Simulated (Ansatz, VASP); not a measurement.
**Two plane-wave programs on ZnS**

```
Zn S
1.0
     3.69447    0.00000    0.00000
    -1.84724    3.29846    0.00000
     0.00000    0.00000   12.46647
Zn S
4 4
Direct
  0.00000 0.00000 0.00011
  0.00000 0.00000 0.50011
  0.33333 0.66667 0.25007
  0.66667 0.33333 0.75007
  0.00000 0.00000 0.18724
  0.00000 0.00000 0.68724
  0.33333 0.66667 0.43758
  0.66667 0.33333 0.93758
```

Change from the starting cell: strain -0.0300 x Voigt [1, 0, 0, 0, 0, 0], atoms carried along.

Alike in both runs: task single point; functional r2SCAN; k mesh 6 × 6 × 2; occupations gaussian, width 0.05 eV; no spin polarisation.

|  | VASP | Ansatz |
| --- | --- | --- |
| version | VASP 6.6.1 | Ansatz 0.2.0 |
| potentials or method | VASP PAW PBE potentials, release 64 (Zn, S), cutoff 520 eV | scalar-relativistic, plane waves, PAW |
| valence electrons in the cell | 72 | 72 |

```tsv
	VASP	Ansatz	Ansatz less VASP
gap on the k mesh at the Fermi level (eV)	2.79	2.78	-0.012
least direct gap on the mesh (eV)	2.79	2.78	-0.012
pressure (GPa)	2.7	2.6	-0.03
traceless stress, the component that is largest in VASP (GPa)	2.74	2.74	-0.004
rms of the force components (eV/Å)	0.131	0.130	-0.0013
```

VASP's potentials were made for PBE, not for r2SCAN. Atom by atom the forces differ by 0.010 eV/Å (rms over components).
